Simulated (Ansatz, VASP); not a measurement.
## One calculation of SiO2, two programs

```
CELL_PARAMETERS angstrom
0.00000 -4.97999 0.00000
-4.97999 0.00000 0.00000
0.00000 0.00000 -7.33726
ATOMIC_POSITIONS crystal
Si 0.00000 0.00000 0.00000
Si 0.50000 0.50000 0.50000
Si 0.00000 0.50000 0.25000
Si 0.50000 0.00000 0.75000
O 0.90335 0.25000 0.12500
O 0.40335 0.75000 0.62500
O 0.25000 0.40335 0.37500
O 0.75000 0.90335 0.87500
O 0.09665 0.75000 0.12500
O 0.59665 0.25000 0.62500
O 0.75000 0.59665 0.37500
O 0.25000 0.09665 0.87500
```

Alike in both runs: task single point; functional PBEsol; k mesh 4 × 4 × 4; occupations gaussian, width 0.05 eV; no spin polarisation.

|  | VASP | Ansatz |
| --- | --- | --- |
| version | VASP 6.6.1 | Ansatz 0.2.0 |
| potentials or method | VASP PAW PBE potentials, release 64 (Si, O), cutoff 520 eV | scalar-relativistic, plane waves, PAW |
| valence electrons in the cell | 64 | 64 |

```csv
,VASP,Ansatz,Ansatz less VASP
gap on the k mesh at the Fermi level (eV),5.82,5.82,+0.001
least direct gap on the mesh (eV),5.82,5.82,+0.001
pressure (GPa),0.5,0.0,-0.48
rms of the force components (eV/Å),0.010,0.000,-0.0099
```

VASP's potentials were made for PBE, not for PBEsol. Atom by atom the forces differ by 0.010 eV/Å (rms over components).
